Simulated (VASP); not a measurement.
# W in VASP: notebook

W is run at these levels: PBE, HSE06, PBE-based screened hybrid, PBE0; tasks: single point.

Everything below comes from runs of VASP 6.6.1. Logs are shortened: lines on timing, memory, paths and dates and some standing lists are left out, and cuts for length are marked.

**1. The cell of the first run**

The typed cell holds 1 atom: a = 2.767 Å, b = 2.716 Å, c = 2.686 Å, α = 109.53°, β = 109.14°, γ = 108.09°.

**2. Single point, PBE**

INCAR

```
SYSTEM = W
PREC     = Accurate       ! precision mode
ENCUT    = 520            ! plane-wave cutoff, eV
EDIFF    = 1E-7           ! SCF threshold, eV
ISMEAR   = -1             ! smearing method
SIGMA    = 0.05           ! smearing width, eV
LREAL    = .FALSE.        ! projectors in reciprocal space
LASPH    = .TRUE.         ! aspherical terms in the spheres
NELM     = 60             ! most SCF steps
ALGO     = Fast           ! electronic algorithm
ISIF     = 2              ! what is computed and relaxed
LWAVE    = .FALSE.        ! write WAVECAR
LCHARG   = .FALSE.        ! write CHGCAR
GGA      = PE             ! functional
NBANDS   = 13             ! bands
```

KPOINTS

```
regular mesh
0
G
  19 19 19
  0 0 0
```

POSCAR

```
W
1.0
   -1.5448010000      1.6150760000      1.6310250000
    1.5711460000     -1.5452470000      1.5875410000
    1.5456960000      1.5461430000     -1.5611960000
W
1
Direct
    0.0109310000      0.0077030000      0.0229730000
```

Potentials or basis: VASP PAW PBE potentials, release 64 (W_sv).

Run with:

```
$ cat potpaw_PBE.64/W_sv/POTCAR > POTCAR
$ mpirun -np 1 vasp_std > vasp.out
```

OUTCAR:

```text
SYSTEM = W
   PREC = Accurate
   ENCUT = 520
   EDIFF = 1E-7
   ISMEAR = -1
   LREAL = .FALSE.
   LASPH = .TRUE.
   NELM = 60
   ISIF = 2
   GGA = PE

 ion  position               nearest neighbor table
   1  0.011  0.008  0.023-

  LATTYP: Found a triclinic cell.
 ALAT       =     2.7159849909
 B/A-ratio  =     1.6341463747
 C/A-ratio  =     0.9891291719
 COS(alpha) =     0.0001775861
 COS(beta)  =     0.3342917629
 COS(gamma) =     0.8055193714

  Lattice vectors:

 A1 = (  -1.5711460000,   1.5452470000,  -1.5875410000)
 A2 = (  -3.1159470000,   3.1603230000,   0.0434840000)
 A3 = (   1.5456960000,   1.5461430000,  -1.5611960000)

Analysis of symmetry for initial positions (statically):
=====================================================================
 Subroutine PRICEL returns:
 Original cell was already a primitive cell.

 Routine SETGRP: Setting up the symmetry group for a
 triclinic supercell.

 Subroutine GETGRP returns: Found  2 space group operations
 (whereof  1 operations were pure point group operations)
 out of a pool of  2 trial point group operations.

The static configuration has the point symmetry C_1 .
 The point group associated with its full space group is S_2 .

Analysis of symmetry for dynamics (positions and initial velocities):
=====================================================================
 Subroutine PRICEL returns:
 Original cell was already a primitive cell.

 Routine SETGRP: Setting up the symmetry group for a
 triclinic supercell.

 Subroutine GETGRP returns: Found  2 space group operations
 (whereof  1 operations were pure point group operations)
 out of a pool of  2 trial point group operations.

The dynamic configuration has the point symmetry C_1 .
 The point group associated with its full space group is S_2 .

 Subroutine INISYM returns: Found  2 space group operations
 (whereof  1 operations are pure point group operations),
 and found     1 'primitive' translations

----------------------------------------------------------------------------------------

                                     Primitive cell

  volume of cell :      15.8476

  direct lattice vectors                    reciprocal lattice vectors
    -1.544801000  1.615076000  1.631025000    -0.002658571  0.309619246  0.304001732
     1.571146000 -1.545247000  1.587541000     0.318234142 -0.006898941  0.308242201
     1.545696000  1.546143000 -1.561196000     0.320826823  0.316452501 -0.009491725

  length of vectors
     2.766789324  2.715984991  2.686459985     0.433921880  0.443095722  0.450735098

  position of ions in fractional coordinates (direct lattice)
     0.010931000  0.007703000  0.022973000

  ion indices of the primitive-cell ions
   primitive index   ion index
                 1           1

----------------------------------------------------------------------------------------

 KPOINTS: regular mesh

Automatic generation of k-mesh.
 Grid dimensions read from file:
 generate k-points for:   19   19   19

 Generating k-lattice:

  Cartesian coordinates                     Fractional coordinates (reciprocal lattice)
    -0.000139925  0.016295750  0.016000091     0.052631579  0.000000000  0.000000000
     0.016749165 -0.000363102  0.016223274     0.000000000  0.052631579  0.000000000
     0.016885622  0.016655395 -0.000499564     0.000000000 -0.000000000  0.052631579

  Length of vectors
     0.022837994  0.023320827  0.023722900

  Shift w.r.t. Gamma in fractional coordinates (k-lattice)
     0.000000000  0.000000000  0.000000000

 Subroutine IBZKPT returns following result:
 ===========================================

 Found   3430 irreducible k-points:

 Following reciprocal coordinates:
            Coordinates               Weight
  0.000000  0.000000  0.000000      1.000000
  0.052632  0.000000  0.000000      2.000000
  0.105263  0.000000  0.000000      2.000000
  0.157895 -0.000000  0.000000      2.000000
  0.210526  0.000000  0.000000      2.000000
  0.263158 -0.000000  0.000000      2.000000
[... 16 lines left out ...]
 -0.368421  0.052632 -0.000000      2.000000
 -0.315789  0.052632  0.000000      2.000000
 [... further k-points ...]
   k-points           NKPTS =   3430   k-points in BZ     NKDIM =   3430   number of bands    NBANDS=     13
   number of dos      NEDOS =    301   number of ions     NIONS =      1
   total plane-waves  NPLWV =   9600
   dimension x,y,z NGX =    24 NGY =   20 NGZ =   20
   dimension x,y,z NGXF=    48 NGYF=   40 NGZF=   40
   ions per type =               1
   NGX,Y,Z   is equivalent  to a cutoff of  14.42, 12.24, 12.38 a.u.
   NGXF,Y,Z  is equivalent  to a cutoff of  28.84, 24.48, 24.75 a.u.
 SYSTEM =  W
   PREC   = accura    normal or accurate (medium, high low for compatibility)
   ISTART =      0    job   : 0-new  1-cont  2-samecut
   ICHARG =      2    charge: 1-file 2-atom 10-const
   ISPIN  =      1    spin polarized calculation?
   LNONCOLLINEAR =      F non collinear calculations
   LSORBIT =      F    spin-orbit coupling
   LASPH  =      T    aspherical Exc in radial PAW
   ENCUT  =  520.0 eV  38.22 Ry    6.18 a.u.   5.14  5.05  5.00*2*pi/ulx,y,z
   NELM   =     60;   NELMIN=  2; NELMDL= -5     # of ELM steps
   EDIFF  = 0.1E-06   stopping-criterion for ELM
   LREAL  =      F    real-space projection
   EDIFFG = 0.1E-05   stopping-criterion for IOM
   NSW    =      0    number of steps for IOM
   IBRION =     -1    ionic relax: 0-MD 1-quasi-New 2-CG
   NFREE  =      0    steps in history (QN), initial steepest desc. (CG)
   ISIF   =      2    stress and relaxation
   ISYM   =      2    0-nonsym 1-usesym 2-fastsym
   POTIM  = 0.5000    time-step for ionic-motion
   TEBEG  =    0.0;   TEEND  =   0.0 temperature during run
   PSTRESS=    0.0 pullay stress
   NELECT =      14.0000    total number of electrons
   NUPDOWN=      -1.0000    fix difference up-down
   EMIN   =  10.00;   EMAX   =-10.00  energy-range for DOS
   EFERMI =   0.00;   METHOD = LEGACY
   ISMEAR =    -1;   SIGMA  =   0.05  broadening in eV -4-tet -1-fermi 0-gaus
   EFERMI_NEDOS =   21; number of points for ismear=-14 and -15
   IALGO  =     68    algorithm
   IMIX   =      4    mixing-type and parameters
     AMIX     =   0.40;   BMIX     =  1.00
     AMIX_MAG =   1.60;   BMIX_MAG =  1.00
  volume/ion in A,a.u.               =      15.85       106.94
  Fermi-wavevector in a.u.,A,eV,Ry     =   1.570832  2.968441 33.572542  2.467512
  Thomas-Fermi vector in A             =   2.672506
   LORBIT       =      0    0 simple, 1 ext, 2 COOP (PROOUT), +10 PAW based schemes
   GGA     = PE    functional components
   LHFCALC =     F    Hartree Fock is set to
   AEXX    =    0.0000 exact exchange contribution
   IVDW    =     0    specifies the selected vdW correction
   LEPSILON=     F    determine dielectric tensor
   LRPA    =     F    only Hartree local field effects (RPA)
 non-spin polarized calculation
 RMM-DIIS sequential band-by-band and
  energy-cutoff  :      520.00
  volume of cell :       15.85
 maximum number of plane-waves:       440
 NGX is ok and might be reduce to    24

 number of electron      14.0000001 magnetization

 Free energy of the ion-electron system (eV)
  ---------------------------------------------------
  ext. energy  EPLUGINS =         0.00000000
  ---------------------------------------------------
  free energy    TOTEN  =       -12.92627209 eV

  energy without entropy =      -12.92304163  energy(sigma->0) =      -12.92465686

 E-fermi :  11.4478     XC(G=0): -13.6403

 val. band max:       11.4450442648   @ k =  -0.1053  -0.1579   0.1579
 cond. band min:      11.4497801569   @ k =  -0.1579   0.0526  -0.0000
 fundamental gap:      0.0047358921
 Fermi energy:        11.4478151224

 k-point     1 :       0.0000    0.0000    0.0000
  band No.  band energies     occupation
      1     -62.7357      2.00000
      2     -26.3740      2.00000
      3     -26.2867      2.00000
      4     -26.2206      2.00000
      5       1.8114      2.00000
      6       9.8545      2.00000
      7      10.0032      2.00000
      8      10.7517      2.00000
      9      13.5329      0.00000
     10      13.9698      0.00000
     11      25.3894      0.00000
     12      26.1916      0.00000
     13      26.3717      0.00000

 k-point     2 :       0.0526    0.0000    0.0000
  band No.  band energies     occupation
      1     -62.7327      2.00000
      2     -26.4073      2.00000
      3     -26.2963      2.00000
      4     -26.2216      2.00000
      5       1.9374      2.00000
      6       9.8031      2.00000
      7       9.9598      2.00000
      8      10.8607      1.99998
      9      13.4588      0.00000
     10      13.9653      0.00000
     11      25.6727      0.00000
     12      26.3146      0.00000
     13      26.5512      0.00000

 k-point     3 :       0.1053    0.0000    0.0000
  band No.  band energies     occupation
      1     -62.7239      2.00000
      2     -26.5044      2.00000
      3     -26.3232      2.00000
      4     -26.2237      2.00000
      5       2.3029      2.00000
      6       9.6433      2.00000
      7       9.8275      2.00000
      8      11.1973      1.98675
      9      13.2916      0.00000
     10      13.9716      0.00000
     11      26.3544      0.00000
     12      26.6332      0.00000
     13      27.1336      0.00000
[... 305 lines left out ...]
 k-point    23 :      -0.3684    0.0526   -0.0000
  band No.  band energies     occupation
      1     -62.6465      2.00000
      2     -27.3001      2.00000
      3     -26.5551      2.00000
      4     -26.2473      2.00000
      5       5.0414      2.00000
      6       8.3504      2.00000
      7       9.6835      2.00000
      8      13.4420      0.00000
      9      14.5567      0.00000
     10      15.2255      0.00000
     11      24.5509      0.00000
     12      24.9956      0.00000
     13      31.8609      0.00000

 k-point    24 :      -0.3158    0.0526    0.0000
  band No.  band energies     occupation
      1     -62.6632      2.00000
      2     -27.1331      2.00000
      3     -26.5045      2.00000
      4     -26.2452      2.00000
      5       4.6441      2.00000
      6       8.6184      2.00000
      7       9.2887      2.00000
      8      13.2563      0.00000
      9      14.0914      0.00000
     10      14.3968      0.00000
     11      25.7402      0.00000
     12      26.1994      0.00000
     13      31.3113      0.00000

 [... further k-points ...]
[... 5 lines left out ...]
  --------------------------------------------------------------------------------------
  -------------------------------------------------------------------------------------
  Total        1.1981281      0.6790396      0.1217140      0.0316802     -0.6986421     -0.2528074
  in kB      121.1295973     68.6502515     12.3051656      3.2028419    -70.6320461    -25.5585829
  external PRESSURE =      67.3616715 kB  Pullay stress =       0.0000000 kB

 VOLUME and BASIS-vectors are now :
 -----------------------------------------------------------------------------
  energy-cutoff  :      520.00
  volume of cell :       15.85
      direct lattice vectors                 reciprocal lattice vectors
    -1.544801000  1.615076000  1.631025000    -0.002658571  0.309619246  0.304001732
     1.571146000 -1.545247000  1.587541000     0.318234142 -0.006898941  0.308242201
     1.545696000  1.546143000 -1.561196000     0.320826823  0.316452501 -0.009491725

 POSITION                                       TOTAL-FORCE (eV/Angst)
 -----------------------------------------------------------------------------------
      0.03073      0.04127     -0.00581        -0.000000      0.000000      0.000000
 -----------------------------------------------------------------------------------
    total drift:                                0.000006      0.000002      0.000004

  FREE ENERGIE OF THE ION-ELECTRON SYSTEM (eV)
  ---------------------------------------------------
  free  energy   TOTEN  =       -12.9262720913 eV

  energy  without entropy=      -12.9230416315  energy(sigma->0) =      -12.92465686
```

It took 7 min on 1 thread of Intel Xeon Platinum 8259CL at 2.50GHz (Skylake/Cascade Lake), shared host; peak memory 0.71 GiB.

What came out:

* Free energy: -12.9263 eV
* Pressure: 6.7 GPa
* Band gap on the k mesh: zero (band 7 reaches 15.91 eV, above the bottom of band 8 at 10.49 eV)

Caveat: spin-orbit coupling is left out, which moves the levels of the heavy elements.

**3. Single point, HSE06**

This run uses another cell than the first one, of 15.68 Å³/atom, 0.989 times its volume.

POSCAR

```
W
1.0
   -1.5767848833      1.5767848833      1.5767848833
    1.5767848833     -1.5767848833      1.5767848833
    1.5767848833      1.5767848833     -1.5767848833
W
1
Direct
    0.0000000000      0.0000000000      0.0000000000
```

INCAR.step1

```
ALGO = Normal ; EDIFF = 1E-5
ENCUT = 400 ; GGA = PE
GGA_COMPAT = F ; ISIF = 2
ISMEAR = -1 ; LASPH = T
LCHARG = F ; LREAL = F
LWAVE = T ; NBANDS = 13
NELM = 120 ; PREC = Accurate
SIGMA = 0.05
```

INCAR.step2

```
ALGO = Normal ; EDIFF = 1E-6
ENCUT = 400 ; GGA = PE
GGA_COMPAT = F ; HFSCREEN = 0.2079
ISIF = 2 ; ISMEAR = -1
ISTART = 1 ; LASPH = T
LCHARG = F ; LHFCALC = T
LREAL = F ; LWAVE = F
NBANDS = 13 ; NELM = 120
PREC = Accurate ; PRECFOCK = Normal
SIGMA = 0.05
```

KPOINTS

```
k-points
0
Gamma
  6 6 6
```

Potentials or basis: VASP PAW PBE potentials, release 64 (W_sv).

Run with:

```
$ cat potpaw_PBE.64/W_sv/POTCAR > POTCAR
$ cp INCAR.step1 INCAR
$ mpirun -np 1 vasp_std > vasp.out
$ cp INCAR.step2 INCAR
$ mpirun -np 1 vasp_std > vasp.out
```

It took 5.7 min on 1 thread of Intel Xeon Platinum 8375C at 2.90GHz (Ice Lake), shared host; peak memory 0.22 GiB.

Results (log left out):

| Property | Result |
| --- | --- |
| Free energy | -15.0698 eV |
| Pressure | -0.4 GPa |
| Band gap on the k mesh | zero (band 7 reaches 17.41 eV, above the bottom of band 8 at 9.87 eV) |

Levels at points of the mesh, in eV from the Fermi level:
```tsv
k point	band 4	band 5	band 6	band 7	band 8	band 9	band 10	band 11
(0.00, 0.00, 0.00)	-40.45	-11.17	-1.77	-1.77	-1.77	2.86	2.86	15.26
(0.50, 0.00, 0.00)	-40.45	-7.44	-4.45	0.21	2.72	3.80	6.82	12.11
(0.50, 0.50, 0.50)	-41.50	-6.84	-6.84	5.77	5.77	5.77	8.82	8.82
```

Caveat: the k points lie up to 0.47 Å⁻¹ apart; the PAW data sets were made with another functional, which shifts forces and pressure a little; spin-orbit coupling is left out, which moves the levels of the heavy elements.

**4. Single point, PBE-based screened hybrid**

This run uses another cell than the first one, of the same volume but with other edges.

POSCAR

```
W
1.0
   -1.5823450000      1.5823450000      1.5823450000
    1.5823450000     -1.5823450000      1.5823450000
    1.5823450000      1.5823450000     -1.5823450000
W
1
Direct
    0.0000000000      0.0000000000      0.0000000000
```

INCAR.step1

```
SYSTEM = W
PREC = Accurate
ENCUT = 400
EDIFF = 1E-5
ISMEAR = -1
SIGMA = 0.05
LREAL = .False.
LASPH = .True.
NELM = 120
ALGO = Normal
ISIF = 2
LWAVE = .True.
LCHARG = .False.
NBANDS = 13
GGA = PE
GGA_COMPAT = .False.
```

INCAR.step2

```
SYSTEM = W
PREC = Accurate
ENCUT = 400
EDIFF = 1E-6
ISMEAR = -1
SIGMA = 0.05
LREAL = .False.
LASPH = .True.
NELM = 120
ALGO = Normal
ISIF = 2
LWAVE = .False.
LCHARG = .False.
GGA = PE
LHFCALC = .True.
AEXX = 0.25
HFSCREEN = 0.3
PRECFOCK = Normal
NBANDS = 13
ISTART = 1
GGA_COMPAT = .False.
```

KPOINTS

```
regular mesh
0
Gamma
  6 6 6
  0 0 0
```

Run with:

```
$ cat potpaw_PBE.64/W_sv/POTCAR > POTCAR
$ cp INCAR.step1 INCAR
$ mpirun -np 1 vasp_std > vasp.out
$ cp INCAR.step2 INCAR
$ mpirun -np 1 vasp_std > vasp.out
```

Wall time 4.7 min (1 thread of Intel Xeon Platinum 8375C at 2.90GHz (Ice Lake), shared host); peak memory 0.22 GiB.

The run converged. Its results:

```
Free energy            : -14.6445 eV
Pressure               : -3.3 GPa
Band gap on the k mesh : zero (band 7 reaches 17.04 eV, above the bottom of band 8 at 9.87 eV)
```

Levels at points of the mesh, in eV from the Fermi level:
| k point | band 3 | band 4 | band 5 | band 6 | band 7 | band 8 | band 9 | band 10 | band 11 | band 12 |
| --- | --- | --- | --- | --- | --- | --- | --- | --- | --- | --- |
| (0.00, 0.00, 0.00) | -40.32 | -40.32 | -10.93 | -1.65 | -1.65 | -1.65 | 2.68 | 2.68 | 15.08 | 15.08 |
| (0.50, 0.00, 0.00) | -40.79 | -40.31 | -7.20 | -4.26 | 0.21 | 2.52 | 3.60 | 6.56 | 11.82 | 11.93 |
| (0.50, 0.50, 0.50) | -41.33 | -41.33 | -6.60 | -6.60 | 5.52 | 5.52 | 5.52 | 8.57 | 8.57 | 8.57 |

Caveat: the k points lie up to 0.47 Å⁻¹ apart; the PAW data sets were made with another functional, which shifts forces and pressure a little; spin-orbit coupling is left out, which moves the levels of the heavy elements.

(Part 1 of 2 ends here.)
